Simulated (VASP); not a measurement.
A run of VASP 6.6.1 is set up as follows.

The input INCAR:

```
  PREC = Accurate
  ENCUT = 520
  EDIFF = 1E-6
  ISMEAR = 0
  SIGMA = 0.02
  LREAL = F
  LASPH = T
  NELM = 80
  ALGO = Normal
  ISIF = 2
  LWAVE = F
  LCHARG = F
  GGA = PS
  NBANDS = 30
```

Contents of KPOINTS:

```
regular mesh
0
Gamma
  6 6 6
```

File POSCAR:

```
CsPbBr3
1.0
    5.8725630096      0.0000000000      0.0000000000
    0.0000000000      5.8725630096      0.0000000000
    0.0000000000      0.0000000000      5.8725630096
Cs Pb Br
1 1 3
Direct
    0.0000000000      0.0000000000      0.0000000000
    0.5000000000      0.5000000000      0.5000000000
    0.0000000000      0.5000000000      0.5000000000
    0.5000000000      0.0000000000      0.5000000000
    0.5000000000      0.5000000000      0.0000000000
```

Potentials or basis: VASP PAW PBE potentials, release 64 (Cs_sv, Pb_d, Br).

Run with:

```bash
$ cat potpaw_PBE.64/Cs_sv/POTCAR potpaw_PBE.64/Pb_d/POTCAR potpaw_PBE.64/Br/POTCAR > POTCAR
$ mpirun -np 1 vasp_std > vasp.out
```

Question: Estimate the band gap on the k mesh.

Answer: 1.43 eV, direct.

Question: Estimate the pressure.

Answer: 0.0 GPa.

Caveat: the PAW data sets were made with another functional, which shifts forces and pressure a little; spin-orbit coupling is left out, which moves the levels of the heavy elements. A k mesh can miss the band edges.
